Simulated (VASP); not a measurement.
# ZrB3 (I4/mmm) in VASP: relaxation of cell and atoms with PBE

Aim: the relaxation of cell and atoms of ZrB3 with PBE.

Everything below comes from runs of VASP 6.6.1. Logs are shortened: lines on timing, memory, paths and dates and some standing lists are left out, and cuts for length are marked.

**1. The cell of the first run**

Symmetry: I4/mmm, No. 139, tetragonal system. Conventional cell: a = 3.276 Å, b = 3.276 Å, c = 7.755 Å, α = 90.00°, β = 90.00°, γ = 90.00°. Zr (site symmetry 4/mmm) has 12 B at 2.32 to 2.54 Å within 3.1 Å. B (site symmetry 4/mmm) has 4 Zr at 2.32 Å and 8 B at 2.54 Å within 3.1 Å. Within 3.1 Å of B (site symmetry -4m2) lie 8 B at 2.32 to 2.54 Å and 4 Zr at 2.54 Å.

**2. Relaxation of cell and atoms, PBE**

File INCAR:

```
ALGO     = Normal         # electronic algorithm
EDIFF    = 1E-7           # SCF threshold, eV
EDIFFG   = -0.01          # ionic threshold
ENCUT    = 500            # plane-wave cutoff, eV
GGA      = PE             # functional
GGA_COMPAT= False        
IBRION   = 2              # ionic algorithm
ISIF     = 3              # what is computed and relaxed
ISMEAR   = 0              # smearing method
LASPH    = True           # aspherical terms in the spheres
LCHARG   = False          # write CHGCAR
LREAL    = False          # projectors in reciprocal space
LWAVE    = False          # write WAVECAR
NELM     = 120            # most SCF steps
NELMIN   = 4            
NSW      = 100            # ionic steps
PREC     = Accurate       # precision mode
SIGMA    = 0.1            # smearing width, eV
```

File KPOINTS:

```
k-points
0
Gamma
  20 20 20
```

File POSCAR:

```
ZrB3
1.0
   -1.6379310965      1.6379310965      3.8774094863
    1.6379310965     -1.6379310965      3.8774094863
    1.6379310965      1.6379310965     -3.8774094863
Zr B
1 3
Direct
    0.0000000000      0.0000000000      0.0000000000
    0.5000000000      0.5000000000      0.0000000000
    0.2500000000      0.7500000000      0.5000000000
    0.7500000000      0.2500000000      0.5000000000
```

Potentials or basis: VASP PAW PBE potentials, release 64 (Zr_sv, B).

Command:

```
cat potpaw_PBE.64/Zr_sv/POTCAR potpaw_PBE.64/B/POTCAR > POTCAR
mpirun -np 1 vasp_std > vasp.out
```

OUTCAR:

```text
EDIFF = 1E-7
   EDIFFG = -0.01
   ENCUT = 500
   GGA = PE
   IBRION = 2
   ISIF = 3
   ISMEAR = 0
   LASPH = True
   LREAL = False
   NELM = 120
   NELMIN = 4
   NSW = 100
   PREC = Accurate

 ion  position               nearest neighbor table
   1  0.000  0.000  0.000-   2 2.32   2 2.32   2 2.32   2 2.32   4 2.54   3 2.54   4 2.54   3 2.54
                             4 2.54   4 2.54   3 2.54   3 2.54
   2  0.500  0.500  0.000-   1 2.32   1 2.32   1 2.32   1 2.32
   3  0.250  0.750  0.500-   1 2.54   1 2.54   1 2.54   1 2.54
   4  0.750  0.250  0.500-   1 2.54   1 2.54   1 2.54   1 2.54

  LATTYP: Found a body centered tetragonal cell.
 ALAT       =     3.2758621930
 C/A-ratio  =     2.3672604388

  Lattice vectors:

 A1 = (  -1.6379310965,   1.6379310965,   3.8774094863)
 A2 = (   1.6379310965,  -1.6379310965,   3.8774094863)
 A3 = (   1.6379310965,   1.6379310965,  -3.8774094863)

Analysis of symmetry for initial positions (statically):
=====================================================================
 Subroutine PRICEL returns:
 Original cell was already a primitive cell.

 Routine SETGRP: Setting up the symmetry group for a
 body centered tetragonal supercell.

 Subroutine GETGRP returns: Found 16 space group operations
 (whereof 16 operations were pure point group operations)
 out of a pool of 16 trial point group operations.

The static configuration has the point symmetry D_4h.

Analysis of symmetry for dynamics (positions and initial velocities):
=====================================================================
 Subroutine PRICEL returns:
 Original cell was already a primitive cell.

 Routine SETGRP: Setting up the symmetry group for a
 body centered tetragonal supercell.

 Subroutine GETGRP returns: Found 16 space group operations
 (whereof 16 operations were pure point group operations)
 out of a pool of 16 trial point group operations.

The dynamic configuration has the point symmetry D_4h.

 Subroutine INISYM returns: Found 16 space group operations
 (whereof 16 operations are pure point group operations),
 and found     1 'primitive' translations

----------------------------------------------------------------------------------------

                                     Primitive cell

[... 164 lines left out ...]

 POSITION                                       TOTAL-FORCE (eV/Angst)
 -----------------------------------------------------------------------------------
      0.00000      0.00000      0.00000        -0.000000     -0.000000      0.000000
      0.00000      0.00000      3.87741        -0.000000     -0.000000      0.000000
      1.63793      0.00000      1.93870         0.000000     -0.000000     -0.000000
      0.00000      1.63793      1.93870        -0.000000      0.000000      0.000000
 -----------------------------------------------------------------------------------
    total drift:                               -0.000000      0.000000      0.000000

  FREE ENERGIE OF THE ION-ELECTRON SYSTEM (eV)
  ---------------------------------------------------
  free  energy   TOTEN  =       -26.3281345518 eV

  energy  without entropy=      -26.3241890519  energy(sigma->0) =      -26.32616180

--------------------------------------- Ionic step        2  -------------------------------------------

 number of electron      21.0000000 magnetization

 Free energy of the ion-electron system (eV)
  ---------------------------------------------------
  ext. energy  EPLUGINS =         0.00000000
  ---------------------------------------------------
  free energy    TOTEN  =       -26.32825529 eV

  energy without entropy =      -26.32429523  energy(sigma->0) =      -26.32627526

 E-fermi :   7.8782     XC(G=0): -12.0237

 val. band max:        7.8781639624   @ k =  -0.3000  -0.4000   0.0500
 cond. band min:       7.8811790129   @ k =  -0.3500  -0.4500   0.1000
 fundamental gap:      0.0030150505
 Fermi energy:         7.8782479045

 k-point     1 :       0.0000    0.0000    0.0000
  band No.  band energies     occupation
      1     -39.1211      2.00000
      2     -17.3689      2.00000
      3     -17.1535      2.00000
      4     -17.1535      2.00000
      5      -3.4720      2.00000
      6       3.2241      2.00000
      7       4.8309      2.00000
      8       5.9046      2.00000
      9       5.9969      2.00000
     10       5.9969      2.00000
     11       9.1368      0.00000
     12      10.0266      0.00000
     13      10.0266      0.00000
     14      11.8449      0.00000
[... 377 lines left out ...]
      1     -39.0833      2.00000
      2     -17.6292      2.00000
      3     -17.3332      2.00000
      4     -17.1085      2.00000
      5      -1.5787      2.00000
      6       1.5446      2.00000
      7       3.8568      2.00000
      8       4.7883      2.00000
      9       6.1939      2.00000
     10       6.7766      2.00000
     11       7.7381      1.95258
     12      10.9003      0.00000
     13      11.1609      0.00000
     14      12.1656      0.00000

 [... further k-points ...]

------------------------ aborting loop because EDIFF is reached ----------------------------------------

  FORCE on cell =-STRESS in cart. coord.  units (eV):
  Direction    XX          YY          ZZ          XY          YZ          ZX
  --------------------------------------------------------------------------------------
  -------------------------------------------------------------------------------------
  Total       -0.0154898     -0.0154898      0.0181109      0.0000000      0.0000000     -0.0000000
  in kB       -0.5959977     -0.5959977      0.6968488      0.0000000      0.0000000     -0.0000000
  external PRESSURE =      -0.1650489 kB  Pullay stress =       0.0000000 kB

 VOLUME and BASIS-vectors are now :
 -----------------------------------------------------------------------------
  energy-cutoff  :      500.00
  volume of cell :       41.64
      direct lattice vectors                 reciprocal lattice vectors
    -1.637326068  1.637326068  3.883133148     0.000000000  0.305375948  0.128762002
     1.637326068 -1.637326068  3.883133148     0.305375948  0.000000000  0.128762002
     1.637326068  1.637326068 -3.883133148     0.305375948  0.305375948  0.000000000

 POSITION                                       TOTAL-FORCE (eV/Angst)
 -----------------------------------------------------------------------------------
      1.63733      1.63733      3.88313         0.000000     -0.000000      0.000000
      1.63733      1.63733      0.00000         0.000000     -0.000000      0.000000
      1.63733      0.00000      1.94157        -0.000000     -0.000000     -0.000000
      0.00000      1.63733      1.94157         0.000000      0.000000      0.000000
 -----------------------------------------------------------------------------------
    total drift:                                0.000000      0.000000      0.000000

  FREE ENERGIE OF THE ION-ELECTRON SYSTEM (eV)
  ---------------------------------------------------
  free  energy   TOTEN  =       -26.3282552929 eV

  energy  without entropy=      -26.3242952308  energy(sigma->0) =      -26.32627526

 reached required accuracy - stopping structural energy minimisation
```

OSZICAR:

```text
N       E                     dE             d eps       ncg     rms          rms(c)
DAV:   1     0.118897559768E+03    0.11890E+03   -0.10624E+04 17948   0.138E+03
DAV:   2    -0.201136348943E+02   -0.13901E+03   -0.13605E+03 21534   0.329E+02
DAV:   3    -0.269439793145E+02   -0.68303E+01   -0.66694E+01 30808   0.607E+01
[... 15 lines left out ...]
DAV:   3    -0.263282651558E+02    0.36621E-04   -0.10018E-04 27328   0.865E-02    0.216E-02
DAV:   4    -0.263282562089E+02    0.89469E-05   -0.25353E-05 26696   0.385E-02    0.112E-02
DAV:   5    -0.263282557429E+02    0.46599E-06   -0.38194E-06 27896   0.142E-02    0.473E-03
DAV:   6    -0.263282553314E+02    0.41156E-06   -0.66984E-07 23168   0.609E-03    0.686E-04
DAV:   7    -0.263282552929E+02    0.38521E-07   -0.29537E-08 11440   0.162E-03
   2 F= -.26328255E+02 E0= -.26326275E+02  d E =-.120741E-03
```

It took 6.1 min on 1 thread of Intel Xeon 6975P-C (Granite Rapids), shared host; peak memory 0.5 GiB.

What came out:

| Property | Result |
| --- | --- |
| Free energy | -26.3283 eV |
| Relaxed volume | 10.41 Å³/atom |
| Relaxed cell | a = 4.521 Å, b = 4.521 Å, c = 4.521 Å, α = 137.54°, β = 137.54°, γ = 61.62° |
| Space group after relaxing (to 0.1 Å) | I4/mmm (No. 139) |
| Energy gained by relaxing | 0.0 meV/atom |
| Ionic steps | 2 |
| Pressure after relaxing | 0.0 GPa |
| Band gap on the k mesh | zero (an odd number of electrons rules out a gap without spin polarisation) |

Stress tensor (GPa, compression positive):
```
-0.06  0.00  0.00
 0.00 -0.06  0.00
 0.00  0.00  0.07
```

Step by step:
```
step  energy change (eV)  largest force (eV/Å)  pressure (GPa)  volume (Å³)
   1              0.0000                0.0000            0.08        41.61
   2             -0.0001                0.0000           -0.02        41.64
```

Final structure:
```yaml
crystal:
  lattice:
    - [-1.63733, 1.63733, 3.88313]
    - [1.63733, -1.63733, 3.88313]
    - [1.63733, 1.63733, -3.88313]
  atoms:
    - { symbol: Zr, position: [0.00000, 0.00000, 0.00000] }
    - { symbol: B, position: [0.50000, 0.50000, 0.00000] }
    - { symbol: B, position: [0.25000, 0.75000, 0.50000] }
    - { symbol: B, position: [0.75000, 0.25000, 0.50000] }
```

Levels at points of the mesh, in eV from the Fermi level:
```
           k point  band 8  band 9  band 10  band 11  band 12  band 13  band 14
(0.00, 0.00, 0.00)   -1.97   -1.88    -1.88     1.26     2.15     2.15     3.97
(0.50, 0.00, 0.00)   -3.03   -2.11    -0.64     1.38     2.53     2.90     4.35
(0.50, 0.50, 0.00)   -4.25   -2.83    -1.89    -1.59     2.88     3.77     6.12
(0.50, 0.50, 0.50)   -1.06   -1.06     0.20     3.05     3.05     3.93     3.93
```
